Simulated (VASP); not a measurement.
# GaN (Cm) in VASP: single point with r2SCAN

Aim: the single point of GaN with r2SCAN.

All numbers are computed with VASP 6.6.1; they aren't measurements. Logs are shortened: lines on timing, memory, paths and dates and some standing lists are left out, and cuts for length are marked.

## (1) The cell of the first run

The structure is monoclinic, space group Cm (No. 8). The conventional cell has a = 5.520 Å, b = 3.187 Å, c = 3.187 Å, α = 90.00°, β = 125.26°, γ = 90.00°. Ga (site symmetry m) has 4 N at 1.88 to 2.16 Å within 2.5 Å. Within 2.5 Å of N (site symmetry m) lie 4 Ga at 1.88 to 2.16 Å.

## (2) Single point, r2SCAN (atom 1 (Ga) moved by (-0.150, +0.150) A along [1 1 0] and z)

The input, POSCAR:

```
GaN
1.0
    0.0000000000      2.2535006075      2.2535006075
    2.2535006075      0.0000000000      2.2535006075
    2.2535006075      2.2535006075      0.0000000000
Ga N
1 1
Direct
    0.0332815530      0.0332815530     -0.0803487767
    0.7500000000      0.7500000000      0.7500000000
```

The input, INCAR.step1:

```
ALGO = Normal
EDIFF = 1E-5
ENCUT = 910
GGA = PE
GGA_COMPAT = F
ISMEAR = 0
LASPH = T
LCHARG = F
LREAL = F
LWAVE = T
NBANDS = 16
NELM = 120
PREC = Accurate
SIGMA = 0.05
```

The input, INCAR.step2:

```
ALGO = Normal
EDIFF = 1E-6
ENCUT = 910
GGA_COMPAT = F
ISIF = 2
ISMEAR = 0
ISTART = 1
LASPH = T
LCHARG = F
LMIXTAU = T
LREAL = F
LWAVE = F
METAGGA = R2SCAN
NBANDS = 16
NELM = 120
PREC = Accurate
SIGMA = 0.05
```

The input, KPOINTS:

```
k-points
0
Gamma
  10 10 10
```

Potentials or basis: VASP PAW PBE potentials, release 64 (Ga_d, N_h).

Command:

```console
cat potpaw_PBE.64/Ga_d/POTCAR potpaw_PBE.64/N_h/POTCAR > POTCAR
cp INCAR.step1 INCAR
mpirun -np 1 vasp_std > vasp.out
cp INCAR.step2 INCAR
mpirun -np 1 vasp_std > vasp.out
```

OUTCAR:

```text
EDIFF = 1E-6
   ENCUT = 910
   ISIF = 2
   ISMEAR = 0
   ISTART = 1
   LASPH = T
   LREAL = F
   METAGGA = R2SCAN
   NELM = 120
   PREC = Accurate

 ion  position               nearest neighbor table
   1  0.033  0.033  0.920-   2 1.88   2 1.88   2 1.93   2 2.16
   2  0.750  0.750  0.750-   1 1.88   1 1.88   1 1.93   1 2.16

  LATTYP: Found a face centered cubic cell.
 ALAT       =     4.5070012150

  Lattice vectors:

 A1 = (   0.0000000000,   2.2535006075,   2.2535006075)
 A2 = (   2.2535006075,   0.0000000000,   2.2535006075)
 A3 = (   2.2535006075,   2.2535006075,   0.0000000000)

Analysis of symmetry for initial positions (statically):
=====================================================================
 Subroutine PRICEL returns:
 Original cell was already a primitive cell.

 Routine SETGRP: Setting up the symmetry group for a
 face centered cubic supercell.

 Subroutine GETGRP returns: Found  2 space group operations
 (whereof  2 operations were pure point group operations)
 out of a pool of 48 trial point group operations.

The static configuration has the point symmetry C_1h.

Analysis of symmetry for dynamics (positions and initial velocities):
=====================================================================
 Subroutine PRICEL returns:
 Original cell was already a primitive cell.

 Routine SETGRP: Setting up the symmetry group for a
 face centered cubic supercell.

 Subroutine GETGRP returns: Found  2 space group operations
 (whereof  2 operations were pure point group operations)
 out of a pool of 48 trial point group operations.

The dynamic configuration has the point symmetry C_1h.

 Subroutine INISYM returns: Found  2 space group operations
 (whereof  2 operations are pure point group operations),
 and found     1 'primitive' translations

----------------------------------------------------------------------------------------

                                     Primitive cell

  volume of cell :      22.8877

  direct lattice vectors                    reciprocal lattice vectors
     0.000000000  2.253500607  2.253500607    -0.221877020  0.221877020  0.221877020
     2.253500607  0.000000000  2.253500607     0.221877020 -0.221877020  0.221877020
     2.253500607  2.253500607  0.000000000     0.221877020  0.221877020 -0.221877020

  length of vectors
     3.186931122  3.186931122  3.186931122     0.384302272  0.384302272  0.384302272

  position of ions in fractional coordinates (direct lattice)
     0.033281553  0.033281553  0.919651223
     0.750000000  0.750000000  0.750000000

  ion indices of the primitive-cell ions
   primitive index   ion index
                 1           1
                 2           2

----------------------------------------------------------------------------------------

 KPOINTS: k-points

Automatic generation of k-mesh.
 Grid dimensions read from file:
 generate k-points for:   10   10   10

 Generating k-lattice:

  Cartesian coordinates                     Fractional coordinates (reciprocal lattice)
    -0.022187702  0.022187702  0.022187702     0.100000000  0.000000000  0.000000000
     0.022187702 -0.022187702  0.022187702     0.000000000  0.100000000  0.000000000
     0.022187702  0.022187702 -0.022187702     0.000000000  0.000000000  0.100000000

  Length of vectors
     0.038430227  0.038430227  0.038430227

  Shift w.r.t. Gamma in fractional coordinates (k-lattice)
     0.000000000  0.000000000  0.000000000

 Subroutine IBZKPT returns following result:
 ===========================================

 Found    282 irreducible k-points:

 Following reciprocal coordinates:
            Coordinates               Weight
  0.000000  0.000000  0.000000      1.000000
  0.100000  0.000000  0.000000      4.000000
  0.000000  0.000000  0.100000      2.000000
  0.100000  0.100000  0.100000      2.000000
  0.200000  0.000000  0.000000      4.000000
  0.000000  0.000000  0.200000      2.000000
[... 16 lines left out ...]
  0.200000  0.100000  0.200000      4.000000
  0.100000 -0.100000 -0.100000      4.000000
 [... further k-points ...]
   k-points           NKPTS =    282   k-points in BZ     NKDIM =    282   number of bands    NBANDS=     16
   number of dos      NEDOS =    301   number of ions     NIONS =      2
   total plane-waves  NPLWV =  32768
   dimension x,y,z NGX =    32 NGY =   32 NGZ =   32
   dimension x,y,z NGXF=    64 NGYF=   64 NGZF=   64
   ions per type =               1   1
   NGX,Y,Z   is equivalent  to a cutoff of  16.69, 16.69, 16.69 a.u.
   NGXF,Y,Z  is equivalent  to a cutoff of  33.39, 33.39, 33.39 a.u.
 SYSTEM =  unknown system
   PREC   = accura    normal or accurate (medium, high low for compatibility)
   ISTART =      1    job   : 0-new  1-cont  2-samecut
   ICHARG =      0    charge: 1-file 2-atom 10-const
   ISPIN  =      1    spin polarized calculation?
   LNONCOLLINEAR =      F non collinear calculations
   LSORBIT =      F    spin-orbit coupling
   LASPH  =      T    aspherical Exc in radial PAW
   ENCUT  =  910.0 eV  66.88 Ry    8.18 a.u.   7.84  7.84  7.84*2*pi/ulx,y,z
   NELM   =    120;   NELMIN=  2; NELMDL=  0     # of ELM steps
   EDIFF  = 0.1E-05   stopping-criterion for ELM
   LREAL  =      F    real-space projection
   EDIFFG = 0.1E-04   stopping-criterion for IOM
   NSW    =      0    number of steps for IOM
   IBRION =     -1    ionic relax: 0-MD 1-quasi-New 2-CG
   NFREE  =      0    steps in history (QN), initial steepest desc. (CG)
   ISIF   =      2    stress and relaxation
   ISYM   =      2    0-nonsym 1-usesym 2-fastsym
   POTIM  = 0.5000    time-step for ionic-motion
   TEBEG  =    0.0;   TEEND  =   0.0 temperature during run
   PSTRESS=    0.0 pullay stress
   NELECT =      18.0000    total number of electrons
   NUPDOWN=      -1.0000    fix difference up-down
   EMIN   =  10.00;   EMAX   =-10.00  energy-range for DOS
   EFERMI =   0.00;   METHOD = LEGACY
   ISMEAR =     0;   SIGMA  =   0.05  broadening in eV -4-tet -1-fermi 0-gaus
   EFERMI_NEDOS =   21; number of points for ismear=-14 and -15
   IALGO  =     38    algorithm
   IMIX   =      4    mixing-type and parameters
     AMIX     =   0.40;   BMIX     =  1.00
     AMIX_MAG =   1.60;   BMIX_MAG =  1.00
  volume/ion in A,a.u.               =      11.44        77.23
  Fermi-wavevector in a.u.,A,eV,Ry     =   1.511117  2.855596 31.068543  2.283473
  Thomas-Fermi vector in A             =   2.621216
   LORBIT       =      0    0 simple, 1 ext, 2 COOP (PROOUT), +10 PAW based schemes
   METAGGA = R2SCAN    functional components
   LHFCALC =     F    Hartree Fock is set to
   AEXX    =    0.0000 exact exchange contribution
   IVDW    =     0    specifies the selected vdW correction
   LEPSILON=     F    determine dielectric tensor
   LRPA    =     F    only Hartree local field effects (RPA)
 non-spin polarized calculation
 Gauss-broadening in eV      SIGMA  =   0.05
  energy-cutoff  :      910.00
  volume of cell :       22.89
 maximum number of plane-waves:      1458
   NGX = 15   NGY = 15   NGZ = 15

 number of electron      18.0000002 magnetization

 Free energy of the ion-electron system (eV)
  ---------------------------------------------------
  ext. energy  EPLUGINS =         0.00000000
  ---------------------------------------------------
  free energy    TOTEN  =       -21.68857800 eV

  energy without entropy =      -21.68857800  energy(sigma->0) =      -21.68857800

 E-fermi :   5.9439     XC(G=0): -12.6206

 val. band max:        5.6143222724   @ k =   0.0000   0.0000   0.0000
 cond. band min:       7.4440267656   @ k =   0.0000   0.0000   0.0000
 fundamental gap:      1.8297044932
 Fermi energy:         5.9438726789

 k-point     1 :       0.0000    0.0000    0.0000
  band No.  band energies     occupation
      1     -11.5315      2.00000
      2      -8.6258      2.00000
      3      -8.5991      2.00000
      4      -8.4424      2.00000
      5      -8.2434      2.00000
      6      -8.2369      2.00000
[... 8 lines left out ...]
     15      24.4877      0.00000
     16      25.2545      0.00000

 k-point     2 :       0.1000    0.0000    0.0000
  band No.  band energies     occupation
      1     -11.4171      2.00000
      2      -8.6119      2.00000
      3      -8.5784      2.00000
      4      -8.4066      2.00000
      5      -8.2445      2.00000
      6      -8.2390      2.00000
[... 8 lines left out ...]
     15      23.5915      0.00000
     16      23.8208      0.00000

 k-point     3 :       0.0000    0.0000    0.1000
  band No.  band energies     occupation
      1     -11.4343      2.00000
      2      -8.6153      2.00000
      3      -8.5900      2.00000
      4      -8.3947      2.00000
      5      -8.2437      2.00000
      6      -8.2372      2.00000
[... 8 lines left out ...]
     15      23.8471      0.00000
     16      23.8783      0.00000

 k-point     4 :       0.1000    0.1000    0.1000
  band No.  band energies     occupation
      1     -11.4208      2.00000
      2      -8.6066      2.00000
      3      -8.5863      2.00000
      4      -8.4034      2.00000
      5      -8.2454      2.00000
      6      -8.2380      2.00000
[... 8 lines left out ...]
     15      23.6623      0.00000
     16      23.8121      0.00000

 k-point     5 :       0.2000    0.0000    0.0000
  band No.  band energies     occupation
      1     -11.1213      2.00000
      2      -8.5660      2.00000
      3      -8.5298      2.00000
      4      -8.2831      2.00000
      5      -8.2399      2.00000
      6      -8.2296      2.00000
[... 8 lines left out ...]
     15      22.5049      0.00000
     16      22.9286      0.00000

 k-point     6 :       0.0000    0.0000    0.2000
  band No.  band energies     occupation
      1     -11.1866      2.00000
      2      -8.5909      2.00000
      3      -8.5692      2.00000
      4      -8.2414      2.00000
      5      -8.2346      2.00000
      6      -8.2197      2.00000
[... 8 lines left out ...]
     15      23.2152      0.00000
     16      23.2547      0.00000

 k-point     7 :       0.2000    0.2000    0.2000
  band No.  band energies     occupation
      1     -11.1357      2.00000
      2      -8.5597      2.00000
      3      -8.5481      2.00000
      4      -8.2706      2.00000
      5      -8.2366      2.00000
      6      -8.2317      2.00000
[... 8 lines left out ...]
     15      22.5782      0.00000
     16      23.0218      0.00000

 k-point     8 :       0.3000    0.0000    0.0000
  band No.  band energies     occupation
      1     -10.7839      2.00000
      2      -8.5139      2.00000
      3      -8.4856      2.00000
      4      -8.2384      2.00000
      5      -8.2236      2.00000
      6      -7.9214      2.00000
[... 8 lines left out ...]
     15      22.7270      0.00000
     16      23.6906      0.00000

 k-point     9 :       0.0000    0.0000    0.3000
  band No.  band energies     occupation
      1     -10.9072      2.00000
      2      -8.5677      2.00000
      3      -8.5503      2.00000
      4      -8.2296      2.00000
      5      -8.2237      2.00000
      6      -7.8553      2.00000
[... 8 lines left out ...]
     15      23.8801      0.00000
     16      23.9788      0.00000
[... 172 lines left out ...]
 k-point    19 :       0.2000    0.1000    0.0000
  band No.  band energies     occupation
      1     -11.1617      2.00000
      2      -8.5746      2.00000
      3      -8.5296      2.00000
      4      -8.3258      2.00000
      5      -8.2311      2.00000
      6      -8.2177      2.00000
[... 8 lines left out ...]
     15      24.6606      0.00000
     16      24.9161      0.00000

 k-point    20 :       0.0000    0.2000    0.1000
  band No.  band energies     occupation
      1     -11.1428      2.00000
      2      -8.5655      2.00000
      3      -8.5240      2.00000
      4      -8.3155      2.00000
      5      -8.2492      2.00000
      6      -8.2249      2.00000
[... 8 lines left out ...]
     15      24.5138      0.00000
     16      24.5964      0.00000

 k-point    21 :       0.1000    0.0000    0.2000
  band No.  band energies     occupation
      1     -11.1881      2.00000
      2      -8.5934      2.00000
      3      -8.5529      2.00000
      4      -8.3053      2.00000
      5      -8.2265      2.00000
      6      -8.2095      2.00000
[... 8 lines left out ...]
     15      24.5580      0.00000
     16      25.2304      0.00000

 k-point    22 :       0.1000    0.1000   -0.1000
  band No.  band energies     occupation
      1     -11.1911      2.00000
      2      -8.5732      2.00000
      3      -8.5617      2.00000
      4      -8.3127      2.00000
      5      -8.2211      2.00000
      6      -8.2141      2.00000
[... 8 lines left out ...]
     15      24.5258      0.00000
     16      25.2075      0.00000

 k-point    23 :       0.2000    0.1000    0.2000
  band No.  band energies     occupation
      1     -11.1629      2.00000
      2      -8.5844      2.00000
      3      -8.5345      2.00000
      4      -8.3150      2.00000
      5      -8.2280      2.00000
      6      -8.2209      2.00000
[... 8 lines left out ...]
     15      24.7304      0.00000
     16      24.8745      0.00000

 k-point    24 :       0.1000   -0.1000   -0.1000
  band No.  band energies     occupation
      1     -11.1529      2.00000
      2      -8.5730      2.00000
      3      -8.5356      2.00000
      4      -8.3193      2.00000
      5      -8.2387      2.00000
      6      -8.2169      2.00000
[... 8 lines left out ...]
     15      24.6394      0.00000
     16      24.8738      0.00000

 [... further k-points ...]
[... 5 lines left out ...]
  --------------------------------------------------------------------------------------
  -------------------------------------------------------------------------------------
  Total        0.5250706      0.5250706      0.2892049     -0.9368649      0.4033076      0.4032834
  in kB       36.7557484     36.7557484     20.2447842    -65.5819788     28.2321508     28.2304543
  external PRESSURE =      31.2520936 kB  Pullay stress =       0.0000000 kB

 VOLUME and BASIS-vectors are now :
 -----------------------------------------------------------------------------
  energy-cutoff  :      910.00
  volume of cell :       22.89
      direct lattice vectors                 reciprocal lattice vectors
     0.000000000  2.253500607  2.253500607    -0.221877020  0.221877020  0.221877020
     2.253500607  0.000000000  2.253500607     0.221877020 -0.221877020  0.221877020
     2.253500607  2.253500607  0.000000000     0.221877020  0.221877020 -0.221877020

 POSITION                                       TOTAL-FORCE (eV/Angst)
 -----------------------------------------------------------------------------------
      2.14743      2.14743      0.15000         0.637934      0.637934     -1.408325
      3.38025      3.38025      3.38025        -0.637934     -0.637934      1.408325
 -----------------------------------------------------------------------------------
    total drift:                               -0.001245     -0.001245     -0.000103

  FREE ENERGIE OF THE ION-ELECTRON SYSTEM (eV)
  ---------------------------------------------------
  free  energy   TOTEN  =       -21.6885779982 eV

  energy  without entropy=      -21.6885779982  energy(sigma->0) =      -21.68857800
```

It took 3.6 min on 1 thread of Intel Xeon 6975P-C (Granite Rapids), shared host; peak memory 0.37 GiB.

Results:

```yaml
Free_energy: -21.6886 eV
Pressure: 3.1 GPa
Largest_force: 1.673 eV/Å
Band_gap_on_the_k_mesh: 1.83 eV
```

Forces in eV/Å, atoms in the order of the input:
```
Ga   0.638  0.638 -1.408
N   -0.638 -0.638  1.408
```

Levels at points of the mesh, in eV from the valence-band top:
```tsv
k point	band 7	band 8	band 9	band 10	band 11	band 12
(0.00, 0.00, 0.00)	-0.62	-0.44	0.00	1.83	10.73	10.84
(0.50, 0.00, 0.00)	-7.72	-1.81	-0.77	4.95	9.00	10.09
(0.00, 0.00, 0.50)	-6.82	-1.41	-1.18	4.56	8.98	10.20
(0.50, 0.50, 0.50)	-7.55	-1.87	-0.72	4.86	8.97	10.00
(0.50, 0.50, 0.00)	-6.53	-3.31	-2.77	3.38	6.85	12.16
(0.00, 0.50, 0.50)	-6.58	-3.24	-2.76	3.36	6.77	12.16
```

Caveat: the cell differs from its parent crystal (atom 1 (Ga) moved by (-0.150, +0.150) A along [1 1 0] and z); the cutoff is under 1.25 times the usual one of these potentials, so pressure, stress and relaxed cells hold a basis-set (Pulay) error; the cell stands under pressure; the PAW data sets were made with another functional, which shifts forces and pressure a little.
